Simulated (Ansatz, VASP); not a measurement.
## In3O2 in VASP and in Ansatz

```
In O
1.0
     4.37633    0.00000    0.00000
    -2.18817    3.79001    0.00000
     0.00000    0.00000    5.37398
In O
3 2
Cartesian
  0.0000 0.0000 4.0058
  0.0000 0.0000 1.3682
  2.1882 1.2633 0.0000
  2.1882 1.2633 2.6870
  0.0000 2.5267 0.0000
```

Change from the starting cell: species swapped into the Fe3Ge2 type (P-6m2, No. 187).

Alike in both runs: task single point; functional PBE; k mesh 6 × 6 × 4; occupations gaussian, width 0.1 eV; no spin polarisation.

|  | VASP | Ansatz |
| --- | --- | --- |
| version | VASP 6.6.1 | Ansatz 0.2.0 |
| potentials or method | VASP PAW PBE potentials, release 64 (In_d, O), cutoff 520 eV | scalar-relativistic, plane waves, PAW |
| valence electrons in the cell | 51 | 51 |

|  | VASP | Ansatz | Ansatz less VASP |
| --- | --- | --- | --- |
| gap on the k mesh at the Fermi level (eV) | none | none | - |
| pressure (GPa) | 6.7 | 6.7 | +0.02 |
| traceless stress, the component that is largest in VASP (GPa) | 3.76 | 3.76 | 0.000 |
| rms of the force components (eV/Å) | 0.650 | 0.647 | -0.0032 |

Atom by atom the forces differ by 0.003 eV/Å (rms over components). A gap of «none» marks a metal or a gap that the smearing closes. The functional is the same, so the differences come from potentials, cutoffs and numerics.
